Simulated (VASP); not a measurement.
## SnO2: single point with PBEsol

The system is SnO2.

```
Sn O
1.0
    -2.00007    2.00007    5.12368
     2.00007   -2.00007    5.12368
     2.00007    2.00007   -5.12368
Sn O
2 4
Direct
  0.75000 0.25000 0.50000
  0.00000 0.00000 0.00000
  0.79652 0.79652 0.00000
  0.20348 0.20348 0.00000
  0.95348 0.45348 0.50000
  0.54652 0.04652 0.50000
```

```yaml
Program: VASP 6.6.1
Task: single point
Functional: PBEsol
Potentials_or_basis: VASP PAW PBE potentials, release 64 (Sn_d, O)
Cutoff: 600 eV
k_mesh: 8 × 8 × 8
Occupations: gaussian, width 0.01 eV
Spin: no spin polarisation
```

```yaml
Pressure: 1.1 GPa
Largest_force: 0.057 eV/Å
Band_gap_on_the_k_mesh: 1.56 eV (least direct gap 1.94 eV)
```

Forces on the atoms (eV/Å):
```
Sn   0.000  0.000  0.000
Sn   0.000  0.000  0.000
O    0.000  0.000  0.057
O    0.000  0.000 -0.057
O    0.000  0.000 -0.057
O    0.000  0.000  0.057
```

Stress tensor (GPa, compression positive):
```
1.42 0.00 0.00
0.00 1.42 0.00
0.00 0.00 0.52
```

Levels at points of the mesh, in eV from the valence-band top:
```csv
k point,band 22,band 23,band 24,band 25,band 26,band 27,band 28,band 29,band 30,band 31
"(0.00, 0.00, 0.00)",-1.05,-0.67,-0.67,-0.38,-0.38,1.56,5.49,9.23,9.67,9.78
"(0.50, 0.00, 0.00)",-1.12,-0.78,-0.76,-0.58,-0.39,4.90,6.15,7.83,8.53,9.90
"(0.50, 0.50, 0.00)",-0.90,-0.82,-0.82,-0.05,-0.05,7.27,7.27,7.56,7.56,8.58
"(0.50, 0.50, 0.50)",-2.78,-1.02,-1.02,-0.28,-0.28,4.19,4.19,7.56,7.56,11.88
```

It took 5.8 min on 1 thread of Intel(R) Xeon(R) Platinum 8259CL CPU @ 2.50GHz (Skylake/Cascade Lake) (shared host), peak memory 0.41 GiB.

Caveat: the PAW data sets were made with another functional, which shifts forces and pressure a little; spin-orbit coupling is left out, which moves the levels of the heavy elements. A k mesh can miss the band edges.
